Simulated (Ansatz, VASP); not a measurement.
## Two plane-wave programs on NaCl

POSCAR

```
NaCl
1.0
    3.4595458349      0.0000000000      0.0000000000
    0.0000000000      3.4595458349      0.0000000000
    0.0000000000      0.0000000000      3.4595458349
Na Cl
1 1
Direct
    0.0000000000      0.0000000000      0.0000000000
    0.5000000000      0.5000000000      0.5000000000
```

Contents of INCAR.step1:

```
ALGO = Normal
EDIFF = 1E-4
ENCUT = 520
GGA = PE
ISMEAR = 0
LASPH = True
LCHARG = False
LREAL = False
LWAVE = True
NBANDS = 14
NELM = 100
PREC = Accurate
SIGMA = 0.01
```

INCAR.step2

```
ALGO = Normal
EDIFF = 1E-6
ENCUT = 520
ISIF = 2
ISMEAR = 0
ISTART = 1
LASPH = True
LCHARG = False
LMIXTAU = True
LREAL = False
LWAVE = False
METAGGA = R2SCAN
NBANDS = 14
NELM = 100
PREC = Accurate
SIGMA = 0.01
```

File KPOINTS:

```
k-points
0
Gamma
  8 8 8
```

Input for Ansatz:

```yaml
crystal:
  lattice:
    - [3.4595458349, 0.0, 0.0]
    - [0.0, 3.4595458349, 0.0]
    - [0.0, 0.0, 3.4595458349]
  atoms:
    - { symbol: Na, position: [0.0, 0.0, 0.0] }
    - { symbol: Cl, position: [0.5, 0.5, 0.5] }
kpoints:
  mp_grid: { grid: [8, 8, 8] }
  band_path:
    path:
      - [0.0, 0.0, 0.0]
      - [0.0, 0.5, 0.0]
      - [0.5, 0.5, 0.0]
      - [0.5, 0.5, 0.5]
      - [0.0, 0.5, 0.5]
    npoints: 1
hamiltonian:
  xc: r2scan
scf:
  occupations: { method: fixed }
  n_extra_bands: 4
output:
  forces: true
  stress: true
  eigenvalues: true
```

Alike in both runs: task single point; functional r2SCAN; k mesh 8 × 8 × 8; no spin polarisation.

|  | VASP | Ansatz |
| --- | --- | --- |
| version | VASP 6.6.1 | Ansatz 0.2.0 |
| potentials or method | VASP PAW PBE potentials, release 64 (Na_pv, Cl) | plane waves, PAW |
| plane-wave cutoff (eV) | 520 | 500 |
| occupations | gaussian, width 0.01 eV | fixed |
| valence electrons in the cell | 14 | 16 |

VASP gave:

* gap on the k mesh at the Fermi level (eV): 4.95
* pressure (GPa): -0.3

Question: Which values does Ansatz return?

Answer: gap on the k mesh at the Fermi level (eV): 4.92; pressure (GPa): 0.0.

VASP's potentials were made for PBE, not for r2SCAN. VASP's potentials hold 14 valence electrons a cell and Ansatz's 16, so a difference there can come from the potentials and not from the codes.
